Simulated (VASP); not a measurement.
# Fe (P6_3/mmc) in VASP: single point with LDA

Aim: the single point of Fe with LDA.

Everything below comes from runs of VASP 6.6.1. Logs are shortened: lines on timing, memory, paths and dates and some standing lists are left out, and cuts for length are marked.

### Step 1. The cell of the first run

The structure is hexagonal, space group P6_3/mmc (No. 194). The conventional cell has a = 1.763 Å, b = 1.763 Å, c = 2.837 Å, α = 90.00°, β = 90.00°, γ = 120.00°. Within 2.3 Å of Fe (site symmetry -6m2) lie 12 Fe at 1.75 to 1.76 Å.

This isn't the form of Fe at room conditions, which is bcc.

### Step 2. Single point, LDA, collinear spin, ferromagnetic start (3.82 Å³/atom)

POSCAR reads:

```
Fe
1.0
    1.7629934970      0.0000000000      0.0000000000
   -0.8814967485      1.5267971551      0.0000000000
    0.0000000000      0.0000000000      2.8370930537
Fe
2
Direct
    0.3333333333      0.6666666667      0.2500000000
    0.6666666667      0.3333333333      0.7500000000
```

INCAR.step1 reads:

```
SYSTEM = Fe
PREC = Accurate ; ENCUT = 520
EDIFF = 1E-7 ; ISMEAR = -1
SIGMA = 0.05 ; LREAL = .False.
LASPH = .True. ; NELM = 150
ALGO = Normal ; ISIF = 2
LWAVE = .False. ; LCHARG = .True.
ISPIN = 2 ; MAGMOM = 2.5 2.5
LMAXMIX = 4 ; NBANDS = 19
```

KPOINTS.step1 reads:

```
Automatic mesh
0
Gamma
  20 20 11
  0 0 0
```

INCAR.step2 reads:

```
SYSTEM = Fe
PREC = Accurate ; ENCUT = 520
EDIFF = 1E-7 ; ISMEAR = -5
SIGMA = 0.05 ; LREAL = .False.
LASPH = .True. ; NELM = 150
ALGO = Normal ; ISIF = 2
LWAVE = .False. ; LCHARG = .False.
ISPIN = 2 ; MAGMOM = 2.5 2.5
LORBIT = 11 ; LMAXMIX = 4
NEDOS = 2001 ; ICHARG = 11
```

KPOINTS.step2 reads:

```
Automatic mesh
0
Gamma
  30 30 17
  0 0 0
```

Potentials or basis: VASP PAW LDA potentials, release 64 (Fe).

Launch:

```bash
$ cat potpaw_LDA.64/Fe/POTCAR > POTCAR
$ cp INCAR.step1 INCAR
$ cp KPOINTS.step1 KPOINTS
$ mpirun -np 1 vasp_std > vasp.out
$ cp INCAR.step2 INCAR
$ cp KPOINTS.step2 KPOINTS
$ mpirun -np 1 vasp_std > vasp.out
```

OUTCAR:

```text
SYSTEM = Fe
   PREC = Accurate
   ENCUT = 520
   EDIFF = 1E-7
   ISMEAR = -5
   LREAL = .False.
   LASPH = .True.
   NELM = 150
   ISIF = 2
   ISPIN = 2
   LORBIT = 11
   ICHARG = 11

 ion  position               nearest neighbor table
   1  0.333  0.667  0.250-   2 1.75   2 1.75   2 1.75   2 1.75   2 1.75   2 1.75   2 2.48   2 2.48
                             2 2.48   2 2.48   2 2.48   2 2.48   2 3.04   2 3.04   2 3.04   2 3.04
   2  0.667  0.333  0.750-   1 1.75   1 1.75   1 1.75   1 1.75   1 1.75   1 1.75   1 2.48   1 2.48
                             1 2.48   1 2.48   1 2.48   1 2.48   1 3.04   1 3.04   1 3.04   1 3.04

  LATTYP: Found a hexagonal cell.
 ALAT       =     1.7629934970
 C/A-ratio  =     1.6092475999

  Lattice vectors:

 A1 = (   1.7629934970,   0.0000000000,   0.0000000000)
 A2 = (  -0.8814967485,   1.5267971551,   0.0000000000)
 A3 = (   0.0000000000,   0.0000000000,   2.8370930537)

Analysis of symmetry for initial positions (statically):
=====================================================================
 Subroutine PRICEL returns:
 Original cell was already a primitive cell.

 Routine SETGRP: Setting up the symmetry group for a
 hexagonal supercell.

 Subroutine GETGRP returns: Found 24 space group operations
 (whereof 12 operations were pure point group operations)
 out of a pool of 24 trial point group operations.

The static configuration has the point symmetry D_3d.
 The point group associated with its full space group is D_6h.

Analysis of symmetry for dynamics (positions and initial velocities):
=====================================================================
 Subroutine PRICEL returns:
 Original cell was already a primitive cell.

 Routine SETGRP: Setting up the symmetry group for a
 hexagonal supercell.

 Subroutine GETGRP returns: Found 24 space group operations
 (whereof 12 operations were pure point group operations)
 out of a pool of 24 trial point group operations.

The dynamic configuration has the point symmetry D_3d.
 The point group associated with its full space group is D_6h.

Analysis of structural, dynamic, and magnetic symmetry:
=====================================================================
 Subroutine PRICEL returns:
 Original cell was already a primitive cell.

 Routine SETGRP: Setting up the symmetry group for a
 hexagonal supercell.

 Subroutine GETGRP returns: Found 24 space group operations
 (whereof 12 operations were pure point group operations)
 out of a pool of 24 trial point group operations.

The overall configuration has the point symmetry D_3d.
 The point group associated with its full space group is D_6h.

 Subroutine INISYM returns: Found 24 space group operations
 (whereof 12 operations are pure point group operations),
 and found     1 'primitive' translations

----------------------------------------------------------------------------------------

                                     Primitive cell

  volume of cell :       7.6367

  direct lattice vectors                    reciprocal lattice vectors
     1.762993497  0.000000000  0.000000000     0.567217067  0.327482926  0.000000000
    -0.881496749  1.526797155  0.000000000     0.000000000  0.654965852  0.000000000
     0.000000000  0.000000000  2.837093054     0.000000000  0.000000000  0.352473458

  length of vectors
     1.762993497  1.762993497  2.837093054     0.654965852  0.654965852  0.352473458

  position of ions in fractional coordinates (direct lattice)
     0.333333333  0.666666667  0.250000000
     0.666666667  0.333333333  0.750000000

  ion indices of the primitive-cell ions
   primitive index   ion index
                 1           1
                 2           2

----------------------------------------------------------------------------------------

 KPOINTS: Automatic mesh

Automatic generation of k-mesh.
 Grid dimensions read from file:
 generate k-points for:   30   30   17

 Generating k-lattice:

  Cartesian coordinates                     Fractional coordinates (reciprocal lattice)
     0.018907236  0.010916098  0.000000000     0.033333333 -0.000000000  0.000000000
     0.000000000  0.021832195  0.000000000     0.000000000  0.033333333  0.000000000
     0.000000000  0.000000000  0.020733733     0.000000000  0.000000000  0.058823529

  Length of vectors
[... 50 lines left out ...]
   ICHARG =     11    charge: 1-file 2-atom 10-const
   ISPIN  =      2    spin polarized calculation?
   LNONCOLLINEAR =      F non collinear calculations
   LSORBIT =      F    spin-orbit coupling
   LASPH  =      T    aspherical Exc in radial PAW
   ENCUT  =  520.0 eV  38.22 Ry    6.18 a.u.   3.28  3.28  5.28*2*pi/ulx,y,z
   NELM   =    150;   NELMIN=  2; NELMDL=  0     # of ELM steps
   EDIFF  = 0.1E-06   stopping-criterion for ELM
   LREAL  =      F    real-space projection
   EDIFFG = 0.1E-05   stopping-criterion for IOM
   NSW    =      0    number of steps for IOM
   IBRION =     -1    ionic relax: 0-MD 1-quasi-New 2-CG
   NFREE  =      0    steps in history (QN), initial steepest desc. (CG)
   ISIF   =      2    stress and relaxation
   ISYM   =      2    0-nonsym 1-usesym 2-fastsym
   POTIM  = 0.5000    time-step for ionic-motion
   TEBEG  =    0.0;   TEEND  =   0.0 temperature during run
   PSTRESS=    0.0 pullay stress
   NELECT =      16.0000    total number of electrons
   NUPDOWN=      -1.0000    fix difference up-down
   EMIN   =  10.00;   EMAX   =-10.00  energy-range for DOS
   EFERMI =   0.00;   METHOD = LEGACY
   ISMEAR =    -5;   SIGMA  =   0.05  broadening in eV -4-tet -1-fermi 0-gaus
   EFERMI_NEDOS =   21; number of points for ismear=-14 and -15
   IALGO  =     38    algorithm
   IMIX   =      4    mixing-type and parameters
     AMIX     =   0.40;   BMIX     =  1.00
     AMIX_MAG =   1.60;   BMIX_MAG =  1.00
  volume/ion in A,a.u.               =       3.82        25.77
  Fermi-wavevector in a.u.,A,eV,Ry     =   2.094818  3.958632 59.705931  4.388262
  Thomas-Fermi vector in A             =   3.086221
   LORBIT       =     11    0 simple, 1 ext, 2 COOP (PROOUT), +10 PAW based schemes
   GGA     = CA    functional components
   LHFCALC =     F    Hartree Fock is set to
   AEXX    =    0.0000 exact exchange contribution
   IVDW    =     0    specifies the selected vdW correction
   LEPSILON=     F    determine dielectric tensor
   LRPA    =     F    only Hartree local field effects (RPA)
 spin polarized calculation
 Fermi weights with tetrahedron method with Bloechl corrections
  energy-cutoff  :      520.00
  volume of cell :        7.64
 maximum number of plane-waves:       222
 NGX is ok and might be reduce to    14

 number of electron      16.0000003 magnetization       0.0000003

 Free energy of the ion-electron system (eV)
  ---------------------------------------------------
  ext. energy  EPLUGINS =         0.00000000
  ---------------------------------------------------
  free energy    TOTEN  =        16.99504005 eV

  energy without entropy =       16.99504005  energy(sigma->0) =       16.99504005

 E-fermi :  25.9502     XC(G=0): -20.5587

 val. band max:       26.0698871829   @ k =   0.4333   0.1333   0.4706
 cond. band min:      25.9032287838   @ k =   0.0667   0.0667   0.3529
 fundamental gap:     -0.1666583991
 Fermi energy:        25.9502429474

 spin component 1

 k-point     1 :       0.0000    0.0000    0.0000
  band No.  band energies     occupation
      1      10.4856      1.00000
      2      15.5814      1.00000
      3      18.4742      1.00000
      4      18.4742      1.00000
      5      18.7995      1.00000
      6      20.5356      1.00000
      7      20.5356      1.00000
      8      22.3898      1.00000
      9      22.3898      1.00000
     10      27.9057      0.00000
     11      27.9057      0.00000
     12      32.5685      0.00000
     13      53.1755      0.00000
     14      54.6738      0.00000
[... 403 lines left out ...]
      4      18.8959      1.00000
      5      19.0117      1.00000
      6      20.9342      1.00000
      7      21.9041      1.00000
      8      24.3875      1.00000
      9      25.2129      1.05584
     10      27.3693     -0.05947
     11      29.3097      0.00000
     12      45.5838      0.00000
     13      51.2964      0.00000
     14      56.4877      0.00000
     15      57.7447      0.00000

 [... further k-points ...]

 spin component 2

 k-point     1 :       0.0000    0.0000    0.0000
  band No.  band energies     occupation
      1      10.4856      1.00000
      2      15.5814      1.00000
      3      18.4742      1.00000
      4      18.4742      1.00000
      5      18.7995      1.00000
      6      20.5356      1.00000
      7      20.5356      1.00000
      8      22.3898      1.00000
      9      22.3898      1.00000
     10      27.9057      0.00000
     11      27.9057      0.00000
     12      32.5685      0.00000
     13      53.1755      0.00000
     14      54.6738      0.00000
[... 403 lines left out ...]
      4      18.8959      1.00000
      5      19.0117      1.00000
      6      20.9342      1.00000
      7      21.9041      1.00000
      8      24.3874      1.00000
      9      25.2129      1.05584
     10      27.3693     -0.05947
     11      29.3097      0.00000
     12      45.5838      0.00000
     13      51.2964      0.00000
     14      56.4877      0.00000
     15      57.7447      0.00000

 [... further k-points ...]

------------------------ aborting loop because EDIFF is reached ----------------------------------------

  FORCE on cell =-STRESS in cart. coord.  units (eV):
  Direction    XX          YY          ZZ          XY          YZ          ZX
  --------------------------------------------------------------------------------------
  -------------------------------------------------------------------------------------
  Total       98.3100241     98.3100241     96.4922900      0.0000000      0.0000000      0.0000000
  in kB    20625.4176881  20625.4176879  20244.0575295      0.0000000      0.0000000      0.0000000
  external PRESSURE =   20498.2976352 kB  Pullay stress =       0.0000000 kB

 VOLUME and BASIS-vectors are now :
 -----------------------------------------------------------------------------
  energy-cutoff  :      520.00
  volume of cell :        7.64
      direct lattice vectors                 reciprocal lattice vectors
     1.762993497  0.000000000  0.000000000     0.567217067  0.327482926  0.000000000
    -0.881496749  1.526797155  0.000000000     0.000000000  0.654965852  0.000000000
     0.000000000  0.000000000  2.837093054     0.000000000  0.000000000  0.352473458

 POSITION                                       TOTAL-FORCE (eV/Angst)
 -----------------------------------------------------------------------------------
     -0.00000      1.01786      0.70927         0.000000      0.000000      0.000000
      0.88150      0.50893      2.12782         0.000000     -0.000000      0.000000
 -----------------------------------------------------------------------------------
    total drift:                                0.000000     -0.000000     -0.000000

  FREE ENERGIE OF THE ION-ELECTRON SYSTEM (eV)
  ---------------------------------------------------
  free  energy   TOTEN  =        16.9950400549 eV

  energy  without entropy=       16.9950400549  energy(sigma->0) =       16.99504005

 total charge

# of ion       s       p       d       tot
------------------------------------------
    1        1.153   1.840   9.357  12.350
    2        1.153   1.840   9.357  12.350
--------------------------------------------------
tot          2.305   3.680  18.714  24.700

 magnetization (x)

# of ion       s       p       d       tot
------------------------------------------
    1        0.000   0.000  -0.000  -0.000
    2        0.000   0.000  -0.000  -0.000
--------------------------------------------------
tot          0.000   0.000  -0.000  -0.000
```

It took 1.9 min on 1 thread of Intel Xeon 6975P-C (Granite Rapids), shared host; peak memory 0.32 GiB.

What came out:

```
Net moment : 0.00 μB per cell
```

Caveat: atoms lie so close that the PAW spheres overlap strongly, which falsifies energies and pressures; tetrahedron occupations give inexact forces and stress in metals.
